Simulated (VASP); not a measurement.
Runs of VASP 6.6.1 on Au. The structure is that of space group Fm-3m (No. 225), or close to it. The cells are those of the table. 

```tsv
task	cell	gap on the mesh (eV)	pressure (GPa)
relaxation of cell and atoms	relaxed to 20 GPa from a = 2.878 Å, angles 60.0°, 1 atom	none	19.9
single point	a = 2.807 Å, angles 60.0°, 1 atom	none	(a)
relaxation of cell and atoms	relaxed to 10 GPa from a = 2.878 Å, angles 60.0°, 1 atom	none	10.0
relaxation of cell and atoms	relaxed from a = 2.878 Å, angles 60.0°, 1 atom	none	-0.2
single point	a = 2.884 Å, angles 60.0°, 1 atom	none	9.7
```

Alike in all rows: level PBE; potentials or basis VASP PAW PBE potentials, release 64 (Au); no spin polarisation; k mesh 10 × 10 × 10; cutoff (eV) 500; smearing methfessel-paxton 0.05 eV.

Task: Fill in the values left out.

Result: (a) 29.6.

Caveats: spin-orbit coupling is left out, which moves the levels of the heavy elements; the cell is relaxed towards a set pressure, so the run minimises the enthalpy, not the energy (at least some runs); the cell stands under pressure (at least some runs).

A k mesh can miss the band edges, and the runs leave out spin-orbit coupling on Au.

A gap of «none» marks levels without a gap at the run's occupations.
